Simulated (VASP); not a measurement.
Here is a VASP 6.6.1 calculation.

File INCAR:

```
ALGO = Normal ; EDIFF = 1E-7
ENCUT = 520 ; GGA = PS
ISIF = 2 ; ISMEAR = 0
LASPH = T ; LCHARG = F
LREAL = F ; LWAVE = F
NBANDS = 20 ; NELM = 100
PREC = Accurate ; SIGMA = 0.02
```

KPOINTS

```
k-points
0
Gamma
  8 8 8
```

File POSCAR:

```
CdF2
1.0
    0.0262395600      2.8636411800      2.8043462400
    2.7737962800      0.0596990400      2.7708867600
    2.7591948000      2.8155802200      0.0743005200
Cd F
1 2
Direct
    0.0014086860     -0.0038919822      0.0043522643
    0.2471455085      0.2582628062      0.2529213066
    0.7514458055      0.7456291759      0.7427264291
```

Potentials or basis: VASP PAW PBE potentials, release 64 (Cd, F).

The run is started by

```bash
$ cat potpaw_PBE.64/Cd/POTCAR potpaw_PBE.64/F/POTCAR > POTCAR
$ mpirun -np 1 vasp_std > vasp.out
```

(1) Estimate the largest force.

(2) Predict the pressure.

(3) What does it give for the band gap on the k mesh?

## Answers

(1) 0.192 eV/Å.

(2) -6.7 GPa.

(3) 2.62 eV (least direct gap 3.09 eV).

Caveat: the cell differs from its parent crystal (atoms moved at random and the cell strained at random); the cell stands under tension; the PAW data sets were made with another functional, which shifts forces and pressure a little.
